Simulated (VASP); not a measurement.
# SiC (hm.bA) (F-43m) in VASP: further runs, part 2 of 2

VASP 6.6.1. Earlier steps stand in the parts before.

## (3) Single point, PBE

File INCAR:

```
ALGO = Normal
EDIFF = 1E-6
ENCUT = 600
GGA = PE
GGA_COMPAT = False
ISIF = 2
ISMEAR = 0
LASPH = True
LCHARG = True
LELF = True
LREAL = False
LVHAR = True
LWAVE = False
NBANDS = 11
NELM = 120
PREC = Accurate
SIGMA = 0.02
```

File KPOINTS:

```
k-points
0
Gamma
  10 10 10
```

File POSCAR:

```
SiC
1.0
    0.0000000000      2.1898586789      2.1898586789
    2.1898586789      0.0000000000      2.1898586789
    2.1898586789      2.1898586789      0.0000000000
Si C
1 1
Direct
    0.0000000000      0.0000000000      0.0000000000
    0.2500000000      0.2500000000      0.2500000000
```

Potentials or basis: VASP PAW PBE potentials, release 64 (Si, C).

Run with:

```
$ cat potpaw_PBE.64/Si/POTCAR potpaw_PBE.64/C/POTCAR > POTCAR
$ mpirun -np 1 vasp_std > vasp.out
```

OUTCAR:

```text
EDIFF = 1E-6
   ENCUT = 600
   GGA = PE
   ISIF = 2
   ISMEAR = 0
   LASPH = True
   LREAL = False
   NELM = 120
   PREC = Accurate

 ion  position               nearest neighbor table
   1  0.000  0.000  0.000-   2 1.90   2 1.90   2 1.90   2 1.90
   2  0.250  0.250  0.250-   1 1.90   1 1.90   1 1.90   1 1.90

  LATTYP: Found a face centered cubic cell.
 ALAT       =     4.3797173578

  Lattice vectors:

 A1 = (   0.0000000000,   2.1898586789,   2.1898586789)
 A2 = (   2.1898586789,   0.0000000000,   2.1898586789)
 A3 = (   2.1898586789,   2.1898586789,   0.0000000000)

Analysis of symmetry for initial positions (statically):
=====================================================================
 Subroutine PRICEL returns:
 Original cell was already a primitive cell.

 Routine SETGRP: Setting up the symmetry group for a
 face centered cubic supercell.

 Subroutine GETGRP returns: Found 24 space group operations
 (whereof 24 operations were pure point group operations)
 out of a pool of 48 trial point group operations.

The static configuration has the point symmetry T_d .

Analysis of symmetry for dynamics (positions and initial velocities):
=====================================================================
 Subroutine PRICEL returns:
 Original cell was already a primitive cell.

 Routine SETGRP: Setting up the symmetry group for a
 face centered cubic supercell.

 Subroutine GETGRP returns: Found 24 space group operations
 (whereof 24 operations were pure point group operations)
 out of a pool of 48 trial point group operations.

The dynamic configuration has the point symmetry T_d .

 Subroutine INISYM returns: Found 24 space group operations
 (whereof 24 operations are pure point group operations),
 and found     1 'primitive' translations

----------------------------------------------------------------------------------------

                                     Primitive cell
[... 113 lines left out ...]
  Fermi-wavevector in a.u.,A,eV,Ry     =   1.186712  2.242561 19.160892  1.408286
  Thomas-Fermi vector in A             =   2.322879
   LORBIT       =      0    0 simple, 1 ext, 2 COOP (PROOUT), +10 PAW based schemes
   GGA     = PE    functional components
   LHFCALC =     F    Hartree Fock is set to
   AEXX    =    0.0000 exact exchange contribution
   IVDW    =     0    specifies the selected vdW correction
   LEPSILON=     F    determine dielectric tensor
   LRPA    =     F    only Hartree local field effects (RPA)
 non-spin polarized calculation
 Gauss-broadening in eV      SIGMA  =   0.02
  energy-cutoff  :      600.00
  volume of cell :       21.00
 maximum number of plane-waves:       725
 NGX is ok and might be reduce to    28
   NGX = 13   NGY = 13   NGZ = 13

 number of electron       8.0000000 magnetization

 Free energy of the ion-electron system (eV)
  ---------------------------------------------------
  ext. energy  EPLUGINS =         0.00000000
  ---------------------------------------------------
  free energy    TOTEN  =       -15.06218825 eV

  energy without entropy =      -15.06218825  energy(sigma->0) =      -15.06218825

 E-fermi :   8.0346     XC(G=0): -11.2912

 val. band max:        7.9397602779   @ k =   0.0000   0.0000   0.0000
 cond. band min:       9.3107927074   @ k =   0.5000   0.5000   0.0000
 fundamental gap:      1.3710324295
 Fermi energy:         8.0346104084

 k-point     1 :       0.0000    0.0000    0.0000
  band No.  band energies     occupation
      1      -7.3468      2.00000
      2       7.9398      2.00000
      3       7.9398      2.00000
      4       7.9398      2.00000
      5      13.9986      0.00000
      6      15.1449      0.00000
      7      15.1449      0.00000
      8      15.1449      0.00000
      9      22.3603      0.00000
     10      22.3603      0.00000
     11      24.1904      0.00000
[... 309 lines left out ...]
 k-point    24 :       0.4000    0.3000    0.0000
  band No.  band energies     occupation
      1      -4.2452      2.00000
      2       2.3764      2.00000
      3       4.8186      2.00000
      4       5.3388      2.00000
      5      10.7986      0.00000
      6      13.5029      0.00000
      7      19.4023      0.00000
      8      19.7310      0.00000
      9      21.5332      0.00000
     10      25.8803      0.00000
     11      28.9673      0.00000

 [... further k-points ...]
[... 5 lines left out ...]
  --------------------------------------------------------------------------------------
  -------------------------------------------------------------------------------------
  Total       -0.0237597     -0.0237597     -0.0237597      0.0000000      0.0000000      0.0000000
  in kB       -1.8124834     -1.8124834     -1.8124834      0.0000000      0.0000000      0.0000000
  external PRESSURE =      -1.8124834 kB  Pullay stress =       0.0000000 kB

 VOLUME and BASIS-vectors are now :
 -----------------------------------------------------------------------------
  energy-cutoff  :      600.00
  volume of cell :       21.00
      direct lattice vectors                 reciprocal lattice vectors
     0.000000000  2.189858679  2.189858679    -0.228325236  0.228325236  0.228325236
     2.189858679  0.000000000  2.189858679     0.228325236 -0.228325236  0.228325236
     2.189858679  2.189858679  0.000000000     0.228325236  0.228325236 -0.228325236

 POSITION                                       TOTAL-FORCE (eV/Angst)
 -----------------------------------------------------------------------------------
      0.00000      0.00000      0.00000        -0.000000      0.000000     -0.000000
      1.09493      1.09493      1.09493         0.000000     -0.000000      0.000000
 -----------------------------------------------------------------------------------
    total drift:                               -0.000000     -0.000000     -0.000000

  FREE ENERGIE OF THE ION-ELECTRON SYSTEM (eV)
  ---------------------------------------------------
  free  energy   TOTEN  =       -15.0621882539 eV

  energy  without entropy=      -15.0621882539  energy(sigma->0) =      -15.06218825
```

OSZICAR:

```text
N       E                     dE             d eps       ncg     rms          rms(c)
DAV:   1     0.579804849642E+01    0.57980E+01   -0.42124E+03  1050   0.690E+02
DAV:   2    -0.161778675835E+02   -0.21976E+02   -0.20851E+02  1342   0.116E+02
DAV:   3    -0.168726346661E+02   -0.69477E+00   -0.69344E+00  1286   0.173E+01
DAV:   4    -0.168752854785E+02   -0.26508E-02   -0.26507E-02  1186   0.133E+00
DAV:   5    -0.168752969835E+02   -0.11505E-04   -0.11505E-04  1256   0.832E-02    0.865E+00
DAV:   6    -0.151146309927E+02    0.17607E+01   -0.64628E+00  1154   0.113E+01    0.382E+00
DAV:   7    -0.150696394620E+02    0.44992E-01   -0.36756E-01  1232   0.348E+00    0.175E+00
DAV:   8    -0.150619692525E+02    0.76702E-02   -0.20119E-02  1163   0.948E-01    0.174E-01
DAV:   9    -0.150620722084E+02   -0.10296E-03   -0.16904E-03  1279   0.233E-01    0.112E-01
DAV:  10    -0.150621854655E+02   -0.11326E-03   -0.25112E-04  1163   0.957E-02    0.266E-02
DAV:  11    -0.150621878465E+02   -0.23811E-05   -0.46217E-05  1241   0.351E-02    0.707E-03
DAV:  12    -0.150621882539E+02   -0.40731E-06   -0.22099E-06  1107   0.886E-03
   1 F= -.15062188E+02 E0= -.15062188E+02  d E =-.577649E-14
```

stdout:

```text
POSCAR found type information on POSCAR SiC
 POSCAR found :  2 types and       2 ions
 scaLAPACK will be used
 LDA part: xc-table for (Slater+PW92), standard interpolation
 POSCAR, INCAR and KPOINTS ok, starting setup
 FFT: planning ... GRIDC
 FFT: planning ... GRID_SOFT
 FFT: planning ... GRID
 WAVECAR not read
 entering main loop
```

It took 16 s on 1 thread of Intel Xeon Platinum 8488C (Sapphire Rapids), shared host; peak memory 0.15 GiB.

What came out:

```yaml
Free_energy: -15.0622 eV
Pressure: -0.2 GPa
Band_gap_on_the_k_mesh: 1.37 eV, indirect (least direct gap 4.53 eV)
```

Levels at points of the mesh, in eV from the valence-band top:
```tsv
k point	band 1	band 2	band 3	band 4	band 5	band 6	band 7	band 8	band 9
(0.00, 0.00, 0.00)	-15.29	0.00	0.00	0.00	6.06	7.21	7.21	7.21	14.42
(0.50, 0.00, 0.00)	-11.78	-8.45	-1.05	-1.05	5.30	7.17	7.17	9.97	16.02
(0.50, 0.50, 0.00)	-10.34	-7.75	-3.16	-3.16	1.37	4.27	13.86	13.86	14.59
```

A k mesh can miss the band edges.
